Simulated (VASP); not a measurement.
Crystal: InP.

```
CELL_PARAMETERS angstrom
0.00000 2.93050 2.93050
2.93050 0.00000 2.93050
2.93050 2.93050 0.00000
ATOMIC_POSITIONS crystal
In 0.00000 0.00000 0.00000
P 0.75000 0.75000 0.75000
```

| Item | Value |
| --- | --- |
| Program | VASP 6.6.1 |
| Task | relaxation of cell and atoms |
| Functional | revPBE |
| Potentials or basis | VASP PAW PBE potentials, release 64 (In_d, P) |
| Cutoff | 600 eV |
| k mesh | 8 × 8 × 8 |
| Occupations | fermi-dirac, width 0.05 eV |
| Spin | no spin polarisation |

At the start: pressure 4.6 GPa; volume 25.17 Å³/atom.

Question: How do energy, volume and symmetry change on relaxing?

Answer: Over 3 steps the energy falls by 24.7 meV/atom and the volume is 26.99 Å³/atom (+7.3 %); space group F-43m (No. 216, to 0.05 Å).

Step by step:
| step | energy change (eV) | largest force (eV/Å) | pressure (GPa) | volume (Å³) |
| --- | --- | --- | --- | --- |
| 1 | 0.0000 | 0.0000 | 4.63 | 50.33 |
| 2 | -0.0393 | 0.0000 | -1.71 | 55.81 |
| 3 | -0.0494 | 0.0000 | 0.01 | 53.99 |

Final structure:
```xyz
2
Lattice="0.0000 2.9998 2.9998 2.9998 0.0000 2.9998 2.9998 2.9998 0.0000" Properties=species:S:1:pos:R:3 pbc="T T T"
In    0.0000    0.0000    0.0000
P     4.4996    4.4996    4.4996
```

Caveat: the PAW data sets were made with another functional, which shifts forces and pressure a little.
